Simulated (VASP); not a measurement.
# H3C2N in VASP: notebook

The runs below take H3C2N through single point, with PBEsol.

Everything below comes from runs of VASP 6.6.1. Logs are shortened: lines on timing, memory, paths and dates and some standing lists are left out, and cuts for length are marked.

## (1) The cell of the first run

The cell holds an amorphous packing of atoms, 36 atoms: a = 8.788 Å, b = 8.788 Å, c = 8.788 Å, α = 90.00°, β = 90.00°, γ = 90.00°.

## (2) Single point, PBEsol

File INCAR:

```
SYSTEM = H3C2N
  PREC = Accurate
  ENCUT = 520
  EDIFF = 1E-7
  ISMEAR = -1
  SIGMA = 0.02
  LREAL = Auto
  LASPH = .TRUE.
  NELM = 80
  ALGO = Normal
  ISIF = 2
  LWAVE = .FALSE.
  LCHARG = .FALSE.
  GGA = PS
  NBANDS = 72
```

File KPOINTS:

```
regular mesh
0
G
  1 1 1
  0 0 0
```

File POSCAR:

```
H3C2N
1.0
    8.7876200000      0.0000000000      0.0000000000
    0.0000000000      8.7876200000      0.0000000000
    0.0000000000      0.0000000000      8.7876200000
C N H
12 6 18
Direct
    1.0420796530      0.3683249845      0.5410907618
    0.9640152851      0.4248704427      0.6841556644
    0.5008523354      0.0872249824      0.4314137389
    0.4248135445      0.1912577012      0.3196656205
    0.6757574861      0.8931883718      0.9887432547
    0.5733520566      0.9119078886      0.8647847768
    0.2429440508      0.6428703107      0.9705130627
    0.1199642224      0.7220043652      1.0356273940
    0.9230371819      0.7589426944      0.4324492866
    0.8803976503      0.9161638760      0.4758284951
    0.5573067566      0.3481488731      0.8938370116
    0.4767502464      0.3783732114      0.7393241856
    0.8965453672      0.4753846889      0.7909536370
    0.3817415865      0.2630291251      0.2168846627
    0.4771257747      0.9079705313      0.7743734936
    0.0515384143      0.8247398044      1.0921500930
    0.8363584224      1.0176475542      0.5382003318
    0.4070271587      0.3731158152      0.6279629752
    0.9733693537      0.3874996871      0.4367394129
    1.1396714924      0.4346000396      0.5554404947
    1.0616640228      0.2412940022      0.5716564895
    0.5669680755     -0.0086030120      0.3803646494
    0.5859607038      0.1682139191      0.4861953521
    0.4218775960      0.0662978144      0.5321349808
    0.6720249624      0.7894173849      1.0461763253
    0.7926378246      0.8768472009      0.9601803446
    0.6753023003      0.9721175927      1.0858343897
    0.2042304970      0.5545528824      0.8871685394
    0.3155803278      0.7253841199      0.9068325667
    0.3129630093      0.5776990812      1.0679797260
    1.0277299200      0.7428291164      0.3525072773
    0.9555033103      0.6945225215      0.5352643833
    0.8144867439      0.7046845448      0.3818326236
    0.5419556148      0.2320082116      0.9249831012
    0.6803776222      0.3846320164      0.8908441649
    0.4984739895      0.4043188030      0.9854886761
```

Potentials or basis: VASP PAW PBE potentials, release 64 (C, N, H).

Launch:

```sh
$ cat potpaw_PBE.64/C/POTCAR potpaw_PBE.64/N/POTCAR potpaw_PBE.64/H/POTCAR > POTCAR
$ mpirun -np 1 vasp_gam > vasp.out
```

OUTCAR:

```text
SYSTEM = H3C2N
   PREC = Accurate
   ENCUT = 520
   EDIFF = 1E-7
   ISMEAR = -1
   LREAL = Auto
   LASPH = .TRUE.
   NELM = 80
   ISIF = 2
   GGA = PS

 ion  position               nearest neighbor table
   1  0.042  0.368  0.541-  20 1.04  19 1.11  21 1.16   2 1.52
   2  0.964  0.425  0.684-  13 1.20   1 1.52
   3  0.501  0.087  0.431-  22 1.12  23 1.14  24 1.14   4 1.50
   4  0.425  0.191  0.320-  14 1.16   3 1.50
   5  0.676  0.893  0.989-  25 1.04  26 1.07  27 1.10   6 1.42
   6  0.573  0.912  0.865-  15 1.16   5 1.42
   7  0.243  0.643  0.971-  29 1.12  28 1.12  30 1.20   8 1.41
   8  0.120  0.722  0.036-  16 1.19   7 1.41
   9  0.923  0.759  0.432-  32 1.10  33 1.16  31 1.17  10 1.48
  10  0.880  0.916  0.476-  17 1.12   9 1.48
  11  0.557  0.348  0.894-  34 1.07  36 1.08  35 1.13  12 1.55
  12  0.477  0.378  0.739-  18 1.16  11 1.55
  13  0.897  0.475  0.791-   2 1.20
  14  0.382  0.263  0.217-   4 1.16
  15  0.477  0.908  0.774-   6 1.16
  16  0.052  0.825  0.092-   8 1.19
  17  0.836  0.018  0.538-  10 1.12
  18  0.407  0.373  0.628-  12 1.16
[... 16 lines left out ...]
  35  0.680  0.385  0.891-  11 1.13
  36  0.498  0.404  0.985-  11 1.08

  LATTYP: Found a simple cubic cell.
 ALAT       =     8.7876200000

  Lattice vectors:

 A1 = (   8.7876200000,   0.0000000000,   0.0000000000)
 A2 = (   0.0000000000,   8.7876200000,   0.0000000000)
 A3 = (   0.0000000000,   0.0000000000,   8.7876200000)

Analysis of symmetry for initial positions (statically):
=====================================================================
 Subroutine PRICEL returns:
 Original cell was already a primitive cell.

 Routine SETGRP: Setting up the symmetry group for a
 simple cubic supercell.

 Subroutine GETGRP returns: Found  1 space group operations
 (whereof  1 operations were pure point group operations)
 out of a pool of 48 trial point group operations.

The static configuration has the point symmetry C_1 .

Analysis of symmetry for dynamics (positions and initial velocities):
=====================================================================
 Subroutine PRICEL returns:
 Original cell was already a primitive cell.

 Routine SETGRP: Setting up the symmetry group for a
 simple cubic supercell.

 Subroutine GETGRP returns: Found  1 space group operations
 (whereof  1 operations were pure point group operations)
 out of a pool of 48 trial point group operations.

The dynamic configuration has the point symmetry C_1 .

 Subroutine INISYM returns: Found  1 space group operations
 (whereof  1 operations are pure point group operations),
 and found     1 'primitive' translations

----------------------------------------------------------------------------------------

                                     Primitive cell

  volume of cell :     678.5999

  direct lattice vectors                    reciprocal lattice vectors
     8.787620000  0.000000000  0.000000000     0.113796455  0.000000000  0.000000000
     0.000000000  8.787620000  0.000000000     0.000000000  0.113796455  0.000000000
     0.000000000  0.000000000  8.787620000     0.000000000  0.000000000  0.113796455

  length of vectors
     8.787620000  8.787620000  8.787620000     0.113796455  0.113796455  0.113796455

  position of ions in fractional coordinates (direct lattice)
     0.042079653  0.368324984  0.541090762
     0.964015285  0.424870443  0.684155664
     0.500852335  0.087224982  0.431413739
     0.424813544  0.191257701  0.319665620
     0.675757486  0.893188372  0.988743255
     0.573352057  0.911907889  0.864784777
[... 28 lines left out ...]
     0.680377622  0.384632016  0.890844165
     0.498473989  0.404318803  0.985488676

  ion indices of the primitive-cell ions
   primitive index   ion index
                 1           1
                 2           2
                 3           3
                 4           4
                 5           5
                 6           6
[... 28 lines left out ...]
                35          35
                36          36

----------------------------------------------------------------------------------------

 KPOINTS: regular mesh

Automatic generation of k-mesh.
 Grid dimensions read from file:
 generate k-points for:    1    1    1

 Generating k-lattice:

  Cartesian coordinates                     Fractional coordinates (reciprocal lattice)
     0.113796455  0.000000000  0.000000000     1.000000000  0.000000000  0.000000000
     0.000000000  0.113796455  0.000000000     0.000000000  1.000000000  0.000000000
     0.000000000  0.000000000  0.113796455     0.000000000  0.000000000  1.000000000

  Length of vectors
     0.113796455  0.113796455  0.113796455

  Shift w.r.t. Gamma in fractional coordinates (k-lattice)
     0.000000000  0.000000000  0.000000000

 Subroutine IBZKPT returns following result:
 ===========================================

 Found      1 irreducible k-points:

 Following reciprocal coordinates:
            Coordinates               Weight
  0.000000  0.000000  0.000000      1.000000
   k-points           NKPTS =      1   k-points in BZ     NKDIM =      1   number of bands    NBANDS=     72
   number of dos      NEDOS =    301   number of ions     NIONS =     36
   total plane-waves  NPLWV = 343000
   dimension x,y,z NGX =    70 NGY =   70 NGZ =   70
   dimension x,y,z NGXF=   140 NGYF=  140 NGZF=  140
   ions per type =              12   6  18
   NGX,Y,Z   is equivalent  to a cutoff of  13.24, 13.24, 13.24 a.u.
   NGXF,Y,Z  is equivalent  to a cutoff of  26.49, 26.49, 26.49 a.u.
 SYSTEM =  H3C2N
   PREC   = accura    normal or accurate (medium, high low for compatibility)
   ISTART =      0    job   : 0-new  1-cont  2-samecut
   ICHARG =      2    charge: 1-file 2-atom 10-const
   ISPIN  =      1    spin polarized calculation?
   LNONCOLLINEAR =      F non collinear calculations
   LSORBIT =      F    spin-orbit coupling
   LASPH  =      T    aspherical Exc in radial PAW
   ENCUT  =  520.0 eV  38.22 Ry    6.18 a.u.  16.34 16.34 16.34*2*pi/ulx,y,z
   NELM   =     80;   NELMIN=  2; NELMDL= -5     # of ELM steps
   EDIFF  = 0.1E-06   stopping-criterion for ELM
   LREAL  =      T    real-space projection
   EDIFFG = 0.1E-05   stopping-criterion for IOM
   NSW    =      0    number of steps for IOM
   IBRION =     -1    ionic relax: 0-MD 1-quasi-New 2-CG
   NFREE  =      0    steps in history (QN), initial steepest desc. (CG)
   ISIF   =      2    stress and relaxation
   ISYM   =      2    0-nonsym 1-usesym 2-fastsym
   POTIM  = 0.5000    time-step for ionic-motion
   TEBEG  =    0.0;   TEEND  =   0.0 temperature during run
   PSTRESS=    0.0 pullay stress
   NELECT =      96.0000    total number of electrons
   NUPDOWN=      -1.0000    fix difference up-down
   EMIN   =  10.00;   EMAX   =-10.00  energy-range for DOS
   EFERMI =   0.00;   METHOD = LEGACY
   ISMEAR =    -1;   SIGMA  =   0.02  broadening in eV -4-tet -1-fermi 0-gaus
   EFERMI_NEDOS =   21; number of points for ismear=-14 and -15
   IALGO  =     38    algorithm
   IMIX   =      4    mixing-type and parameters
     AMIX     =   0.40;   BMIX     =  1.00
     AMIX_MAG =   1.60;   BMIX_MAG =  1.00
  volume/ion in A,a.u.               =      18.85       127.21
  Fermi-wavevector in a.u.,A,eV,Ry     =   0.853023  1.611979  9.900251  0.727648
  Thomas-Fermi vector in A             =   1.969401
   LORBIT       =      0    0 simple, 1 ext, 2 COOP (PROOUT), +10 PAW based schemes
   GGA     = PS    functional components
   LHFCALC =     F    Hartree Fock is set to
   AEXX    =    0.0000 exact exchange contribution
   IVDW    =     0    specifies the selected vdW correction
   LEPSILON=     F    determine dielectric tensor
   LRPA    =     F    only Hartree local field effects (RPA)
 non-spin polarized calculation
  energy-cutoff  :      520.00
  volume of cell :      678.60
 maximum number of plane-waves:      9139
 NGX is ok and might be reduce to    70
   NGX = 33   NGY = 33   NGZ = 33

 number of electron      96.0000001 magnetization

 Free energy of the ion-electron system (eV)
  ---------------------------------------------------
  ext. energy  EPLUGINS =         0.00000000
  ---------------------------------------------------
  free energy    TOTEN  =      -222.47373887 eV

  energy without entropy =     -222.47373887  energy(sigma->0) =     -222.47373887

 E-fermi :  -4.7695     XC(G=0):  -5.2113

 val. band max:       -5.2481471039   @ k =   0.0000   0.0000   0.0000
 cond. band min:       0.6415051335   @ k =   0.0000   0.0000   0.0000
 fundamental gap:      5.8896522374
 Fermi energy:        -4.7695335904

 k-point     1 :       0.0000    0.0000    0.0000
  band No.  band energies     occupation
      1     -20.8146      2.00000
      2     -20.4653      2.00000
      3     -20.3001      2.00000
      4     -20.0940      2.00000
      5     -20.0657      2.00000
      6     -19.9164      2.00000
[... 52 lines left out ...]
     59       1.9857      0.00000
     60       2.1829      0.00000
 [bands above 60 left out]

------------------------ aborting loop because EDIFF is reached ----------------------------------------

  FORCE on cell =-STRESS in cart. coord.  units (eV):
  Direction    XX          YY          ZZ          XY          YZ          ZX
  --------------------------------------------------------------------------------------
  -------------------------------------------------------------------------------------
  Total       -2.4171449      0.5033837     -8.9119498      2.0731649      2.2074285     -2.3904408
  in kB       -5.7068896      1.1884910    -21.0411517      4.8947512      5.2117481     -5.6438410
  external PRESSURE =      -8.5198501 kB  Pullay stress =       0.0000000 kB

 VOLUME and BASIS-vectors are now :
 -----------------------------------------------------------------------------
  energy-cutoff  :      520.00
  volume of cell :      678.60
      direct lattice vectors                 reciprocal lattice vectors
     8.787620000  0.000000000  0.000000000     0.113796455  0.000000000  0.000000000
     0.000000000  8.787620000  0.000000000     0.000000000  0.113796455  0.000000000
     0.000000000  0.000000000  8.787620000     0.000000000  0.000000000  0.113796455

 POSITION                                       TOTAL-FORCE (eV/Angst)
 -----------------------------------------------------------------------------------
      0.36978      3.23670      4.75490        -2.366175     -1.665564      2.829433
      8.47140      3.73360      6.01210        -1.997817      0.688594      0.709434
      4.40130      0.76650      3.79110        -0.377982      2.443314      0.691153
      3.73310      1.68070      2.80910         0.953444     -1.696674      0.293225
      5.93830      7.84900      8.68870         0.711206      1.200882      0.499859
      5.03840      8.01350      7.59940        -0.198354     -0.471372      0.720086
[... 28 lines left out ...]
      5.97890      3.38000      7.82840        -0.770451     -0.279459     -0.157927
      4.38040      3.55300      8.66010        -0.432371      0.786337      0.412457
 -----------------------------------------------------------------------------------
    total drift:                                0.000195     -0.010019     -0.028634

  FREE ENERGIE OF THE ION-ELECTRON SYSTEM (eV)
  ---------------------------------------------------
  free  energy   TOTEN  =      -222.4737388651 eV

  energy  without entropy=     -222.4737388650  energy(sigma->0) =     -222.47373887
```

It took 2.4 min on 1 thread of Intel Xeon Platinum 8488C (Sapphire Rapids), shared host; peak memory 0.7 GiB.

What came out:

* Free energy: -222.4737 eV
* Pressure: -0.9 GPa
* Largest force: 7.928 eV/Å
* Band gap on the k mesh: 5.89 eV

Forces on the atoms (eV/Å):
```
C   -2.366 -1.666  2.829
C   -1.998  0.689  0.709
C   -0.378  2.443  0.691
C    0.953 -1.697  0.293
C    0.711  1.201  0.500
C   -0.198 -0.471  0.720
C    1.676 -2.375  0.261
C   -1.325  3.585  1.647
C    0.047 -0.209 -1.210
C    2.791 -6.871 -2.804
C   -0.043  1.580 -2.511
C    1.674 -1.103  3.549
N    1.753 -1.124 -2.240
N   -0.220  0.323  0.091
N   -0.266  0.269 -0.534
N    0.587 -2.384 -1.041
N   -2.128  5.761  2.870
N   -0.538  0.399 -1.002
H    0.288 -0.102  0.445
H    2.361  0.655 -0.841
H    0.009  1.482 -0.944
H   -0.782  0.350  0.263
H   -0.308 -0.845 -0.372
H    0.652 -0.510 -1.084
H   -1.249 -2.363  0.780
H    1.403  0.683 -0.976
H   -0.344  0.667 -0.470
H    0.161  0.259  0.413
H   -0.067 -0.229  0.305
H   -1.103  1.102 -1.666
H   -1.687  0.720  0.674
H   -0.350  0.200  0.207
H    1.411  0.418  0.390
H    0.073 -1.344 -0.197
H   -0.770 -0.279 -0.158
H   -0.432  0.786  0.412
```

Stress tensor (GPa, compression positive):
```
-0.57  0.49 -0.56
 0.49  0.12  0.52
-0.56  0.52 -2.10
```

Levels at points of the mesh, in eV from the valence-band top:
| k point | band 45 | band 46 | band 47 | band 48 | band 49 | band 50 | band 51 | band 52 |
| --- | --- | --- | --- | --- | --- | --- | --- | --- |
| (0.00, 0.00, 0.00) | -0.26 | -0.20 | -0.10 | 0.00 | 5.89 | 6.36 | 6.59 | 6.62 |

Caveat: the k points lie up to 0.72 Å⁻¹ apart; the PAW data sets were made with another functional, which shifts forces and pressure a little.

(Continued in part 2 of 3.)
